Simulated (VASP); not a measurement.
A run of VASP 6.6.1 is set up as follows.

Contents of INCAR:

```
SYSTEM = Ga2PdS2
PREC = Accurate
ENCUT = 500
EDIFF = 1E-6
ISMEAR = 0
SIGMA = 0.1
LREAL = .False.
LASPH = .True.
NELM = 200
ALGO = Normal
ISIF = 2
LWAVE = .False.
LCHARG = .True.
ISPIN = 2
MAGMOM = 0 0 1 0 0
LORBIT = 11
LMAXMIX = 4
GGA = PE
LELF = .True.
LVHAR = .True.
NBANDS = 36
GGA_COMPAT = .False.
```

KPOINTS

```
Automatic mesh
0
Gamma
  4 4 4
  0 0 0
```

The input POSCAR:

```
Ga2PdS2
1.0
    4.2339812589      0.0000000000      0.0000000000
    0.0000000000      3.4974124394      3.6741362711
    0.0000000000     -3.4974124394      3.6741362711
Ga Pd S
2 1 2
Direct
    0.0000000000      0.5063816957      0.8978668798
    0.0000000000      0.8978668798      0.5063816957
    0.0000000000      0.3942089803      0.3942089803
    0.5000000000      0.6285458261      0.6285458261
    0.0000000000      0.0589701082      0.0589701082
```

Potentials or basis: VASP PAW PBE potentials, release 64 (Ga_d, Pd, S).

Command:

```sh
$ cat potpaw_PBE.64/Ga_d/POTCAR potpaw_PBE.64/Pd/POTCAR potpaw_PBE.64/S/POTCAR > POTCAR
$ mpirun -np 1 vasp_std > vasp.out
```

(1) What does it give for the largest force?

(2) What does it give for the band gap on the k mesh?

Results:

(1) 0.599 eV/Å.

(2) zero (filled and empty bands overlap).

Caveat: the k points lie up to 0.37 Å⁻¹ apart, too coarse for converged energies and pressures of a metal.
